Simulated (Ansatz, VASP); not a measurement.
**LaHg in VASP and in Ansatz**

The input INCAR:

```
SYSTEM = LaHg
PREC = Accurate
ENCUT = 520
EDIFF = 1E-8
ISMEAR = -1
SIGMA = 0.08
LREAL = .False.
LASPH = .True.
NELM = 80
ALGO = Normal
ISIF = 2
LWAVE = .False.
LCHARG = .False.
LEFG = .True.
NBANDS = 18
```

The input KPOINTS:

```
regular mesh
0
Gamma
  11 11 11
  0 0 0
```

File POSCAR:

```
LaHg
1.0
    3.8370000000     -0.0383700000     -0.0383700000
   -0.0383700000      3.8370000000     -0.0383700000
   -0.0383700000     -0.0383700000      3.8370000000
La Hg
1 1
Direct
    0.5000000000      0.5000000000      0.5000000000
    0.0000000000      0.0000000000      0.0000000000
```

Input for Ansatz:

```yaml
crystal:
  lattice:
    - [3.837, -0.03837, -0.03837]
    - [-0.03837, 3.837, -0.03837]
    - [-0.03837, -0.03837, 3.837]
  atoms:
    - { symbol: La, position: [0.5, 0.5, 0.5] }
    - { symbol: Hg, position: [0.0, 0.0, 0.0] }
kpoints:
  mp_grid: { grid: [11, 11, 11] }
scf:
  occupations: { method: fermi_dirac, width: 0.08 }
hamiltonian:
  xc: lda
  pseudopotentials: { kind: all_electron, datasets: crystal }
output:
  forces: true
  stress: true
  eigenvalues: true
  efg: { contact_densities: true }
```

Change from the starting cell: equal xy, yz and zx shear strains of -2 %, crystal datasets.

Alike in both runs: task electric field gradients; functional LDA; k mesh 11 × 11 × 11; occupations fermi-dirac, width 0.08 eV; no spin polarisation.

```csv
,VASP,Ansatz
version,VASP 6.6.1,Ansatz 0.2.0
potentials or method,"VASP PAW LDA potentials, release 64 (La, Hg), cutoff 520 eV","all-electron PAW with datasets made for the crystal, scalar-relativistic"
```

|  | VASP | Ansatz | Ansatz less VASP |
| --- | --- | --- | --- |
| pressure (GPa) | -1.7 | -1.8 | -0.15 |
| traceless stress, the component that is largest in VASP (GPa) | 0.54 | 0.52 | -0.020 |
| size of Vzz on the site where it differs most (V/Å²) | 23.0 | 34.1 | +11.04 |

LDA's correlation is that of Perdew and Zunger in VASP and of Perdew and Wang (1992) in Ansatz. Ansatz ran all-electron here, and VASP with PAW potentials.

Spin-orbit coupling is off throughout.
